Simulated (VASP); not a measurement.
# TiTe2 (P6_3/mmc) in VASP: notebook

Runs on TiTe2. Level: PBE. Tasks: single point, relaxation of cell and atoms.

Program: VASP 6.6.1. These are calculated values, not measurements. Logs are shortened: lines on timing, memory, paths and dates and some standing lists are left out, and cuts for length are marked.

### Step 1. The cell of the first run

The structure is hexagonal, space group P6_3/mmc (No. 194). The conventional cell has a = 5.280 Å, b = 5.280 Å, c = 5.944 Å, α = 90.00°, β = 90.00°, γ = 120.00°. Within 3.9 Å of Ti (site symmetry -6m2) lie 11 Te at 2.97 to 3.39 Å. Within 3.9 Å of Te (site symmetry -3m) lie 8 Te at 2.97 to 3.39 Å and 6 Ti at 3.39 Å. Te (site symmetry -6m2) has 5 Ti at 2.97 to 3.05 Å and 6 Te at 3.39 Å within 3.9 Å.

The cell was generated, and may not be a known phase.

### Step 2. Single point, PBE

INCAR

```
SYSTEM = TiTe2
PREC = Accurate ; ENCUT = 520
EDIFF = 1E-7 ; ISMEAR = 0
SIGMA = 0.1 ; LREAL = .False.
LASPH = .True. ; NELM = 80
ALGO = Normal ; ISIF = 2
LWAVE = .False. ; LCHARG = .True.
GGA = PE ; LELF = .True.
LVHAR = .True. ; NBANDS = 33
```

KPOINTS

```
regular mesh
0
Gamma
  3 3 4
  0 0 0
```

POSCAR

```
TiTe2
1.0
    5.2801690737      0.0000000000      0.0000000000
   -2.6400845369      4.5727605541      0.0000000000
    0.0000000000      0.0000000000      5.9440687702
Ti Te
2 4
Direct
    0.3333333333      0.6666666667      0.2500000000
    0.6666666667      0.3333333333      0.7500000000
    0.0000000000      0.0000000000      0.0000000000
    0.0000000000      0.0000000000      0.5000000000
    0.3333333333      0.6666666667      0.7500000000
    0.6666666667      0.3333333333      0.2500000000
```

Potentials or basis: VASP PAW PBE potentials, release 64 (Ti_sv, Te).

Started as:

```console
$ cat potpaw_PBE.64/Ti_sv/POTCAR potpaw_PBE.64/Te/POTCAR > POTCAR
$ mpirun -np 1 vasp_std > vasp.out
```

OUTCAR:

```text
SYSTEM = TiTe2
   PREC = Accurate
   ENCUT = 520
   EDIFF = 1E-7
   ISMEAR = 0
   LREAL = .False.
   LASPH = .True.
   NELM = 80
   ISIF = 2
   GGA = PE

 ion  position               nearest neighbor table
   1  0.333  0.667  0.250-   5 2.97   5 2.97   6 3.05   6 3.05   6 3.05
   2  0.667  0.333  0.750-   6 2.97   6 2.97   5 3.05   5 3.05   5 3.05
   3  0.000  0.000  0.000-   4 2.97   4 2.97   6 3.39   5 3.39   6 3.39   5 3.39   6 3.39   5 3.39

   4  0.000  0.000  0.500-   3 2.97   3 2.97   6 3.39   5 3.39   6 3.39   5 3.39   6 3.39   5 3.39

   5  0.333  0.667  0.750-   1 2.97   1 2.97   2 3.05   2 3.05   2 3.05   3 3.39   4 3.39   4 3.39
                             3 3.39   4 3.39   3 3.39
   6  0.667  0.333  0.250-   2 2.97   2 2.97   1 3.05   1 3.05   1 3.05   3 3.39   4 3.39   3 3.39
                             4 3.39   3 3.39   4 3.39

  LATTYP: Found a hexagonal cell.
 ALAT       =     5.2801690737
 C/A-ratio  =     1.1257345527

  Lattice vectors:

 A1 = (   5.2801690737,   0.0000000000,   0.0000000000)
 A2 = (  -2.6400845369,   4.5727605541,   0.0000000000)
 A3 = (   0.0000000000,   0.0000000000,   5.9440687702)

Analysis of symmetry for initial positions (statically):
=====================================================================
 Subroutine PRICEL returns:
 Original cell was already a primitive cell.

 Routine SETGRP: Setting up the symmetry group for a
 hexagonal supercell.

 Subroutine GETGRP returns: Found 24 space group operations
 (whereof 12 operations were pure point group operations)
 out of a pool of 24 trial point group operations.

The static configuration has the point symmetry D_3d.
 The point group associated with its full space group is D_6h.

Analysis of symmetry for dynamics (positions and initial velocities):
=====================================================================
 Subroutine PRICEL returns:
 Original cell was already a primitive cell.

 Routine SETGRP: Setting up the symmetry group for a
 hexagonal supercell.

 Subroutine GETGRP returns: Found 24 space group operations
 (whereof 12 operations were pure point group operations)
 out of a pool of 24 trial point group operations.

The dynamic configuration has the point symmetry D_3d.
 The point group associated with its full space group is D_6h.

 Subroutine INISYM returns: Found 24 space group operations
 (whereof 12 operations are pure point group operations),
 and found     1 'primitive' translations

----------------------------------------------------------------------------------------

                                     Primitive cell

  volume of cell :     143.5192

  direct lattice vectors                    reciprocal lattice vectors
     5.280169074  0.000000000  0.000000000     0.189387875  0.109343141  0.000000000
    -2.640084537  4.572760554  0.000000000     0.000000000  0.218686281  0.000000000
     0.000000000  0.000000000  5.944068770     0.000000000  0.000000000  0.168234931

  length of vectors
     5.280169074  5.280169074  5.944068770     0.218686281  0.218686281  0.168234931

  position of ions in fractional coordinates (direct lattice)
     0.333333333  0.666666667  0.250000000
     0.666666667  0.333333333  0.750000000
     0.000000000  0.000000000  0.000000000
     0.000000000  0.000000000  0.500000000
     0.333333333  0.666666667  0.750000000
     0.666666667  0.333333333  0.250000000

  ion indices of the primitive-cell ions
   primitive index   ion index
                 1           1
                 2           2
                 3           3
                 4           4
                 5           5
                 6           6

----------------------------------------------------------------------------------------

 KPOINTS: regular mesh

Automatic generation of k-mesh.
 Grid dimensions read from file:
 generate k-points for:    3    3    4

 Generating k-lattice:

  Cartesian coordinates                     Fractional coordinates (reciprocal lattice)
     0.063129292  0.036447714  0.000000000     0.333333333  0.000000000  0.000000000
     0.000000000  0.072895427  0.000000000     0.000000000  0.333333333  0.000000000
     0.000000000  0.000000000  0.042058733     0.000000000  0.000000000  0.250000000

  Length of vectors
     0.072895427  0.072895427  0.042058733

  Shift w.r.t. Gamma in fractional coordinates (k-lattice)
     0.000000000  0.000000000  0.000000000

 Subroutine IBZKPT returns following result:
 ===========================================

 Found      9 irreducible k-points:

 Following reciprocal coordinates:
            Coordinates               Weight
  0.000000  0.000000  0.000000      1.000000
  0.333333 -0.000000  0.000000      6.000000
  0.333333  0.333333  0.000000      2.000000
  0.000000  0.000000  0.250000      2.000000
  0.333333 -0.000000  0.250000     12.000000
  0.333333  0.333333  0.250000      4.000000
  0.000000  0.000000  0.500000      1.000000
  0.333333 -0.000000  0.500000      6.000000
  0.333333  0.333333  0.500000      2.000000
   k-points           NKPTS =      9   k-points in BZ     NKDIM =      9   number of bands    NBANDS=     33
   number of dos      NEDOS =    301   number of ions     NIONS =      6
   total plane-waves  NPLWV =  76800
   dimension x,y,z NGX =    40 NGY =   40 NGZ =   48
   dimension x,y,z NGXF=    80 NGYF=   80 NGZF=   96
   ions per type =               2   4
   NGX,Y,Z   is equivalent  to a cutoff of  12.59, 12.59, 13.42 a.u.
   NGXF,Y,Z  is equivalent  to a cutoff of  25.19, 25.19, 26.85 a.u.
 SYSTEM =  TiTe2
   PREC   = accura    normal or accurate (medium, high low for compatibility)
   ISTART =      0    job   : 0-new  1-cont  2-samecut
   ICHARG =      2    charge: 1-file 2-atom 10-const
   ISPIN  =      1    spin polarized calculation?
   LNONCOLLINEAR =      F non collinear calculations
   LSORBIT =      F    spin-orbit coupling
   LASPH  =      T    aspherical Exc in radial PAW
   ENCUT  =  520.0 eV  38.22 Ry    6.18 a.u.   9.82  9.82 11.05*2*pi/ulx,y,z
   NELM   =     80;   NELMIN=  2; NELMDL= -5     # of ELM steps
   EDIFF  = 0.1E-06   stopping-criterion for ELM
   LREAL  =      F    real-space projection
   EDIFFG = 0.1E-05   stopping-criterion for IOM
   NSW    =      0    number of steps for IOM
   IBRION =     -1    ionic relax: 0-MD 1-quasi-New 2-CG
   NFREE  =      0    steps in history (QN), initial steepest desc. (CG)
   ISIF   =      2    stress and relaxation
   ISYM   =      2    0-nonsym 1-usesym 2-fastsym
   POTIM  = 0.5000    time-step for ionic-motion
   TEBEG  =    0.0;   TEEND  =   0.0 temperature during run
   PSTRESS=    0.0 pullay stress
   NELECT =      48.0000    total number of electrons
   NUPDOWN=      -1.0000    fix difference up-down
   EMIN   =  10.00;   EMAX   =-10.00  energy-range for DOS
   EFERMI =   0.00;   METHOD = LEGACY
   ISMEAR =     0;   SIGMA  =   0.10  broadening in eV -4-tet -1-fermi 0-gaus
   EFERMI_NEDOS =   21; number of points for ismear=-14 and -15
   IALGO  =     38    algorithm
   IMIX   =      4    mixing-type and parameters
     AMIX     =   0.40;   BMIX     =  1.00
     AMIX_MAG =   1.60;   BMIX_MAG =  1.00
  volume/ion in A,a.u.               =      23.92       161.42
  Fermi-wavevector in a.u.,A,eV,Ry     =   1.136367  2.147422 17.569605  1.291330
  Thomas-Fermi vector in A             =   2.273072
   LORBIT       =      0    0 simple, 1 ext, 2 COOP (PROOUT), +10 PAW based schemes
   GGA     = PE    functional components
   LHFCALC =     F    Hartree Fock is set to
   AEXX    =    0.0000 exact exchange contribution
   IVDW    =     0    specifies the selected vdW correction
   LEPSILON=     F    determine dielectric tensor
   LRPA    =     F    only Hartree local field effects (RPA)
 non-spin polarized calculation
 Gauss-broadening in eV      SIGMA  =   0.10
  energy-cutoff  :      520.00
  volume of cell :      143.52
 maximum number of plane-waves:      3872
 NGX is ok and might be reduce to    40
   NGX = 19   NGY = 19   NGZ = 23

 number of electron      47.9999992 magnetization

 Free energy of the ion-electron system (eV)
  ---------------------------------------------------
  ext. energy  EPLUGINS =         0.00000000
  ---------------------------------------------------
  free energy    TOTEN  =       -28.32132591 eV

  energy without entropy =      -28.25134271  energy(sigma->0) =      -28.28633431

 E-fermi :   9.1671     XC(G=0): -10.5593

 val. band max:        9.1431334187   @ k =   0.3333   0.3333   0.2500
 cond. band min:       9.1685443879   @ k =   0.3333  -0.0000   0.2500
 fundamental gap:      0.0254109692
 Fermi energy:         9.1671129072

 k-point     1 :       0.0000    0.0000    0.0000
  band No.  band energies     occupation
      1     -48.7648      2.00000
      2     -48.7641      2.00000
      3     -25.0492      2.00000
      4     -25.0412      2.00000
      5     -25.0121      2.00000
      6     -25.0121      2.00000
[... 25 lines left out ...]
     32      10.6307      0.00000
     33      10.6307      0.00000

 k-point     2 :       0.3333   -0.0000    0.0000
  band No.  band energies     occupation
      1     -48.7646      2.00000
      2     -48.7642      2.00000
      3     -25.0475      2.00000
      4     -25.0428      2.00000
      5     -25.0128      2.00000
      6     -25.0125      2.00000
[... 25 lines left out ...]
     32      10.3764      0.00000
     33      11.0268      0.00000
[... 214 lines left out ...]
     32      10.7817      0.00000
     33      11.3767      0.00000

 k-point     9 :       0.3333    0.3333    0.5000
  band No.  band energies     occupation
      1     -48.7644      2.00000
      2     -48.7644      2.00000
      3     -25.0454      2.00000
      4     -25.0454      2.00000
      5     -25.0111      2.00000
      6     -25.0111      2.00000
[... 25 lines left out ...]
     32      10.4346      0.00000
     33      10.7359      0.00000

------------------------ aborting loop because EDIFF is reached ----------------------------------------

  FORCE on cell =-STRESS in cart. coord.  units (eV):
  Direction    XX          YY          ZZ          XY          YZ          ZX
  --------------------------------------------------------------------------------------
  -------------------------------------------------------------------------------------
  Total        0.0276926      0.0276926      0.2319257     -0.0000000     -0.0000000     -0.0000000
  in kB        0.3091467      0.3091467      2.5891026     -0.0000000     -0.0000000     -0.0000000
  external PRESSURE =       1.0691320 kB  Pullay stress =       0.0000000 kB

 VOLUME and BASIS-vectors are now :
 -----------------------------------------------------------------------------
  energy-cutoff  :      520.00
  volume of cell :      143.52
      direct lattice vectors                 reciprocal lattice vectors
     5.280169074  0.000000000  0.000000000     0.189387875  0.109343141  0.000000000
    -2.640084537  4.572760554  0.000000000     0.000000000  0.218686281  0.000000000
     0.000000000  0.000000000  5.944068770     0.000000000  0.000000000  0.168234931

 POSITION                                       TOTAL-FORCE (eV/Angst)
 -----------------------------------------------------------------------------------
     -0.00000      3.04851      1.48602         0.000000     -0.000000      0.000000
      2.64008      1.52425      4.45805        -0.000000      0.000000      0.000000
      0.00000      0.00000      0.00000         0.000000      0.000000      0.000000
      0.00000      0.00000      2.97203         0.000000      0.000000      0.000000
     -0.00000      3.04851      4.45805         0.000000     -0.000000      0.000000
      2.64008      1.52425      1.48602        -0.000000     -0.000000      0.000000
 -----------------------------------------------------------------------------------
    total drift:                               -0.000000     -0.000000      0.000000

  FREE ENERGIE OF THE ION-ELECTRON SYSTEM (eV)
  ---------------------------------------------------
  free  energy   TOTEN  =       -28.3213259051 eV

  energy  without entropy=      -28.2513427066  energy(sigma->0) =      -28.28633431
```

It took 2.5 min on 1 thread of Intel Xeon 8259CL, shared host; peak memory 0.27 GiB.

Results:

```
Free energy            : -28.3213 eV
Pressure               : 0.1 GPa
Band gap on the k mesh : zero (bands 24 and 25 overlap by 0.91 eV)
```

Caveat: the k points lie up to 0.46 Å⁻¹ apart, too coarse for converged energies and pressures of a metal; spin-orbit coupling is left out, which moves the levels of the heavy elements.

[end of part 1 of 2]

The gap in the log of VASP goes by the Fermi energy; the results here count the filled bands.